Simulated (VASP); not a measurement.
A run of VASP 6.6.1 is set up as follows.

The input INCAR:

```
SYSTEM = CoO
PREC = Accurate
ENCUT = 520
EDIFF = 1E-7
ISMEAR = -1
SIGMA = 0.05
LREAL = .False.
LASPH = .True.
NELM = 150
ALGO = Normal
ISIF = 2
LWAVE = .False.
LCHARG = .True.
ISPIN = 2
MAGMOM = 3 3 0 0
LORBIT = 11
LMAXMIX = 4
LDAU = .True.
LDAUTYPE = 2
LDAUL = 2 -1
LDAUU = 3.3 0
LDAUJ = 0 0
LDAUPRINT = 1
GGA = PE
LELF = .True.
LVHAR = .True.
NBANDS = 27
```

The input KPOINTS:

```
regular mesh
0
Gamma
  5 10 10
  0 0 0
```

The input POSCAR:

```
CoO
1.0
   -3.0160000000      3.0160000000      4.2144950800
    1.5080000000     -1.5080000000      2.1072475400
    1.5080000000      1.5080000000     -2.1072475400
Co O
2 2
Direct
    0.0000000000      0.0000000000      0.0000000000
    0.5000000000      0.0000000000      0.0000000000
    0.2500000000      0.5000000000      0.0000000000
    0.7500000000      0.5000000000      0.0000000000
```

Potentials or basis: VASP PAW PBE potentials, release 64 (Co, O).

The run is started by

```console
$ cat potpaw_PBE.64/Co/POTCAR potpaw_PBE.64/O/POTCAR > POTCAR
$ mpirun -np 1 vasp_std > vasp.out
```

(1) Predict the band gap on the k mesh.

(2) Predict the net moment.

## Answers

(1) zero (filled and empty bands overlap).

(2) 6.00 μB per cell.
